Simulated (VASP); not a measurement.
Input of a VASP 6.6.1 run:

Contents of INCAR:

```
PREC = Accurate
ENCUT = 520
EDIFF = 1E-7
ISMEAR = 0
SIGMA = 0.1
LREAL = F
LASPH = T
NELM = 100
ALGO = Normal
ISIF = 2
LWAVE = F
LCHARG = F
GGA = PE
NBANDS = 41
```

File KPOINTS:

```
regular mesh
0
Gamma
  15 15 4
```

POSCAR

```
AlCr2C
1.0
    2.8413176500      0.0000000000      0.0000000000
   -1.4206588250      2.4606532651      0.0000000000
    0.0000000000      0.0000000000     12.6988000039
Al Cr C
2 4 2
Direct
    0.6666666667      0.3333333333      0.2500000000
    0.3333333333      0.6666666667      0.7500000000
    0.3333333333      0.6666666667      0.4157760843
    0.6666666667      0.3333333333      0.9157760843
    0.6666666667      0.3333333333      0.5842239157
    0.3333333333      0.6666666667      0.0842239157
    0.0000000000      0.0000000000      0.5000000000
    0.0000000000      0.0000000000      0.0000000000
```

Potentials or basis: VASP PAW PBE potentials, release 64 (Al, Cr_pv, C).

The run is started by

```sh
$ cat potpaw_PBE.64/Al/POTCAR potpaw_PBE.64/Cr_pv/POTCAR potpaw_PBE.64/C/POTCAR > POTCAR
$ mpirun -np 1 vasp_std > vasp.out
```

Question: Estimate the pressure.

Answer: 0.1 GPa.

Question: What does it give for the largest force?

Answer: 0.043 eV/Å.

Question: Estimate the band gap on the k mesh.

Answer: Zero (band 31 reaches 10.32 eV, above the bottom of band 32 at 9.50 eV).

Stress tensor (GPa, compression positive):
```
 0.15  0.00  0.00
 0.00  0.15  0.00
 0.00  0.00 -0.01
```

Spin polarisation is off, so any magnetic state and its effect on volume and gap are missing.
